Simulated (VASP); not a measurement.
# InAu2 (Fm-3m) in VASP: notebook, part 2 of 2

VASP 6.6.1. Earlier steps stand in the parts before.

## 3. Relaxation of cell and atoms, PBE

This run uses another cell than the first one, of 22.79 Å³/atom.

INCAR reads:

```
SYSTEM = InAu2
PREC = Accurate
ENCUT = 600
EDIFF = 1E-6
ISMEAR = 0
SIGMA = 0.1
LREAL = .False.
LASPH = .True.
NELM = 100
ALGO = Normal
ISIF = 3
LWAVE = .False.
LCHARG = .False.
GGA = PE
IBRION = 2
NSW = 100
EDIFFG = -0.01
```

KPOINTS reads:

```
Automatic mesh
0
Gamma
  12 12 12
  0 0 0
```

POSCAR reads:

```
InAu2
1.0
    0.0000000000      3.2453804901      3.2453804901
    3.2453804901      0.0000000000      3.2453804901
    3.2453804901      3.2453804901      0.0000000000
In Au
1 2
Direct
    0.0000000000      0.0000000000      0.0000000000
    0.2500000000      0.2500000000      0.2500000000
    0.7500000000      0.7500000000      0.7500000000
```

Potentials or basis: VASP PAW PBE potentials, release 64 (In_d, Au).

Command:

```sh
cat potpaw_PBE.64/In_d/POTCAR potpaw_PBE.64/Au/POTCAR > POTCAR
mpirun -np 1 vasp_std > vasp.out
```

OUTCAR:

```text
SYSTEM = InAu2
   PREC = Accurate
   ENCUT = 600
   EDIFF = 1E-6
   ISMEAR = 0
   LREAL = .False.
   LASPH = .True.
   NELM = 100
   ISIF = 3
   GGA = PE
   IBRION = 2
   NSW = 100
   EDIFFG = -0.01

 ion  position               nearest neighbor table
   1  0.000  0.000  0.000-   3 2.81   3 2.81   3 2.81   2 2.81   3 2.81   2 2.81   2 2.81   2 2.81

   2  0.250  0.250  0.250-   1 2.81   1 2.81   1 2.81   1 2.81   3 3.25   3 3.25   3 3.25   3 3.25
                             3 3.25   3 3.25
   3  0.750  0.750  0.750-   1 2.81   1 2.81   1 2.81   1 2.81   2 3.25   2 3.25   2 3.25   2 3.25
                             2 3.25   2 3.25

  LATTYP: Found a face centered cubic cell.
 ALAT       =     6.4907609802

  Lattice vectors:

 A1 = (   0.0000000000,   3.2453804901,   3.2453804901)
 A2 = (   3.2453804901,   0.0000000000,   3.2453804901)
 A3 = (   3.2453804901,   3.2453804901,   0.0000000000)

Analysis of symmetry for initial positions (statically):
=====================================================================
 Subroutine PRICEL returns:
 Original cell was already a primitive cell.

 Routine SETGRP: Setting up the symmetry group for a
 face centered cubic supercell.

 Subroutine GETGRP returns: Found 48 space group operations
 (whereof 48 operations were pure point group operations)
 out of a pool of 48 trial point group operations.

The static configuration has the point symmetry O_h .

Analysis of symmetry for dynamics (positions and initial velocities):
=====================================================================
 Subroutine PRICEL returns:
 Original cell was already a primitive cell.

[... 125 lines left out ...]
   EFERMI_NEDOS =   21; number of points for ismear=-14 and -15
   IALGO  =     38    algorithm
   IMIX   =      4    mixing-type and parameters
     AMIX     =   0.40;   BMIX     =  1.00
     AMIX_MAG =   1.60;   BMIX_MAG =  1.00
  volume/ion in A,a.u.               =      22.79       153.78
  Fermi-wavevector in a.u.,A,eV,Ry     =   1.309650  2.474880 23.336481  1.715183
  Thomas-Fermi vector in A             =   2.440234
   LORBIT       =      0    0 simple, 1 ext, 2 COOP (PROOUT), +10 PAW based schemes
   GGA     = PE    functional components
   LHFCALC =     F    Hartree Fock is set to
   AEXX    =    0.0000 exact exchange contribution
   IVDW    =     0    specifies the selected vdW correction
   LEPSILON=     F    determine dielectric tensor
   LRPA    =     F    only Hartree local field effects (RPA)
 conjugate gradient relaxation of ions
 non-spin polarized calculation
 Gauss-broadening in eV      SIGMA  =   0.10
  energy-cutoff  :      600.00
  volume of cell :       68.36
 maximum number of plane-waves:      2301
 NGX is ok and might be reduce to    40
   NGX = 19   NGY = 19   NGZ = 19

--------------------------------------- Ionic step        1  -------------------------------------------

 number of electron      34.9999998 magnetization

 Free energy of the ion-electron system (eV)
  ---------------------------------------------------
  ext. energy  EPLUGINS =         0.00000000
  ---------------------------------------------------
  free energy    TOTEN  =        -9.11322053 eV

  energy without entropy =       -9.10878037  energy(sigma->0) =       -9.11100045

------------------------ aborting loop because EDIFF is reached ----------------------------------------

  FORCE on cell =-STRESS in cart. coord.  units (eV):
  Direction    XX          YY          ZZ          XY          YZ          ZX
  --------------------------------------------------------------------------------------
  -------------------------------------------------------------------------------------
  Total       -0.0939417     -0.0939417     -0.0939417     -0.0000000      0.0000000     -0.0000000
  in kB       -2.2016182     -2.2016182     -2.2016182     -0.0000000      0.0000000     -0.0000000
  external PRESSURE =      -2.2016182 kB  Pullay stress =       0.0000000 kB
[... 61 lines left out ...]
--------------------------------------- Ionic step        3  -------------------------------------------

 number of electron      34.9999998 magnetization

 Free energy of the ion-electron system (eV)
  ---------------------------------------------------
  ext. energy  EPLUGINS =         0.00000000
  ---------------------------------------------------
  free energy    TOTEN  =        -9.11335220 eV

  energy without entropy =       -9.10900142  energy(sigma->0) =       -9.11117681

 E-fermi :   6.8177     XC(G=0): -10.8146

 val. band max:        6.7799094180   @ k =   0.3333   0.2500   0.0000
 cond. band min:       6.8936964477   @ k =  -0.1667   0.2500   0.0833
 fundamental gap:      0.1137870297
 Fermi energy:         6.8176564959

 k-point     1 :       0.0000    0.0000    0.0000
  band No.  band energies     occupation
      1      -7.6870      2.00000
      2      -7.6870      2.00000
      3      -7.6870      2.00000
      4      -7.6067      2.00000
      5      -7.6067      2.00000
      6      -2.1719      2.00000
[... 565 lines left out ...]
     20      10.4205      0.00000
     21      12.5313      0.00000

 [... further k-points ...]
[... 5 lines left out ...]
  --------------------------------------------------------------------------------------
  -------------------------------------------------------------------------------------
  Total        0.0030570      0.0030570      0.0030570     -0.0000000      0.0000000      0.0000000
  in kB        0.0718476      0.0718476      0.0718476     -0.0000000      0.0000000      0.0000000
  external PRESSURE =       0.0718476 kB  Pullay stress =       0.0000000 kB
[... 18 lines left out ...]
  FREE ENERGIE OF THE ION-ELECTRON SYSTEM (eV)
  ---------------------------------------------------
  free  energy   TOTEN  =        -9.1133521987 eV

  energy  without entropy=       -9.1090014219  energy(sigma->0) =       -9.11117681

 reached required accuracy - stopping structural energy minimisation
```

OSZICAR:

```text
N       E                     dE             d eps       ncg     rms          rms(c)
DAV:   1     0.325263911277E+03    0.32526E+03   -0.18222E+04  3024   0.212E+03
DAV:   2     0.176867615235E+02   -0.30758E+03   -0.29467E+03  3195   0.497E+02
DAV:   3    -0.895789769154E+01   -0.26645E+02   -0.25371E+02  3597   0.133E+02
DAV:   4    -0.976826724566E+01   -0.81037E+00   -0.80389E+00  3481   0.227E+01
[... 21 lines left out ...]
DAV:   2    -0.911343806524E+01    0.12052E-02   -0.37603E-03  3304   0.678E-01    0.774E-02
DAV:   3    -0.911336975269E+01    0.68313E-04   -0.21169E-04  3942   0.203E-01    0.480E-02
DAV:   4    -0.911335563775E+01    0.14115E-04   -0.33379E-05  4056   0.930E-02    0.178E-02
DAV:   5    -0.911335315133E+01    0.24864E-05   -0.39859E-06  3043   0.242E-02    0.851E-03
DAV:   6    -0.911335219869E+01    0.95264E-06   -0.93595E-07  1572   0.105E-02
   3 F= -.91133522E+01 E0= -.91111768E+01  d E =-.131672E-03
```

It took 2.1 min on 1 thread of Intel Xeon 6975P-C (Granite Rapids), shared host; peak memory 0.33 GiB.

What came out:

- Free energy: -9.1134 eV
- Relaxed volume: 22.72 Å³/atom
- Relaxed cell: a = 4.585 Å, b = 4.585 Å, c = 4.585 Å, α = 60.00°, β = 60.00°, γ = 60.00°
- Space group after relaxing (to 0.1 Å): Fm-3m (No. 225)
- Energy gained by relaxing: 0.0 meV/atom
- Ionic steps: 3
- Pressure after relaxing: 0.0 GPa
- Band gap on the k mesh: zero (an odd number of electrons rules out a gap without spin polarisation)

Step by step:
```csv
step,energy change (eV),largest force (eV/Å),pressure (GPa),volume (Å³)
1,0.0000,0.0000,-0.22,68.36
2,-0.0001,0.0000,0.14,68.05
3,-0.0001,0.0000,0.01,68.17
```

Final structure:
```
CELL_PARAMETERS angstrom
0.00000 3.24231 3.24231
3.24231 0.00000 3.24231
3.24231 3.24231 0.00000
ATOMIC_POSITIONS crystal
In 0.00000 0.00000 0.00000
Au 0.25000 0.25000 0.25000
Au 0.75000 0.75000 0.75000
```

Caveat: spin-orbit coupling is left out, which moves the levels of the heavy elements.

## 4. Single point, PBE

This run uses another cell than the first one, of 28.39 Å³/atom.

INCAR reads:

```
PREC = Accurate
ENCUT = 520
EDIFF = 1E-6
ISMEAR = 0
SIGMA = 0.1
LREAL = F
LASPH = T
NELM = 100
ALGO = Normal
ISIF = 2
LWAVE = F
LCHARG = F
GGA = PE
NBANDS = 24
```

KPOINTS reads:

```
Automatic mesh
0
Gamma
  4 4 4
```

POSCAR reads:

```
InAu2
1.0
    0.0000000000      3.4922895500      3.4922895500
    3.4922895500      0.0000000000      3.4922895500
    3.4922895500      3.4922895500      0.0000000000
In Au
1 2
Direct
    0.0000000000      0.0000000000      0.0000000000
    0.2500000000      0.2500000000      0.2500000000
    0.7500000000      0.7500000000      0.7500000000
```

Command:

```sh
cat potpaw_PBE.64/In_d/POTCAR potpaw_PBE.64/Au/POTCAR > POTCAR
mpirun -np 1 vasp_std > vasp.out
```

Wall time 14 s (1 thread of Intel Xeon 6975P-C (Granite Rapids), shared host); peak memory 0.23 GiB.

Results (log left out):

```yaml
Free_energy: -8.5388 eV
Pressure: -8.6 GPa
Band_gap_on_the_k_mesh: zero (an odd number of electrons rules out a gap without spin polarisation)
```

Levels at points of the mesh, in eV from the Fermi level:
```
           k point  band 15  band 16  band 17  band 18  band 19  band 20
(0.00, 0.00, 0.00)    -2.00    -2.00     2.71     3.02     4.44     4.44
(0.50, 0.00, 0.00)    -2.80    -2.80    -2.42     1.92     3.21     3.21
(0.50, 0.50, 0.00)    -2.26    -2.02    -1.39     0.60     0.60     0.73
```

Caveat: the k points lie up to 0.39 Å⁻¹ apart, too coarse for converged energies and pressures of a metal; spin-orbit coupling is left out, which moves the levels of the heavy elements.

## 5. Overview

| task | cell | k mesh | cutoff (eV) | gap on the mesh (eV) | pressure (GPa) |
| --- | --- | --- | --- | --- | --- |
| single point | a = 4.585 Å, angles 60.0°, 3 atoms | 12 × 12 × 12 | 520 | none | 0.0 |
| relaxation of cell and atoms | relaxed from a = 4.590 Å, angles 60.0°, 3 atoms | 12 × 12 × 12 | 600 | none | 0.0 |
| single point | a = 4.939 Å, angles 60.0°, 3 atoms | 4 × 4 × 4 | 520 | none | -8.6 |

Alike in all rows: level PBE; potentials or basis VASP PAW PBE potentials, release 64 (In_d, Au); no spin polarisation; smearing gaussian 0.1 eV.

Caveats: some runs use coarse meshes; spin-orbit coupling is left out, which moves the levels of the heavy elements.

Total energies depend on the potentials used, so only differences within one code and one set of settings carry meaning.
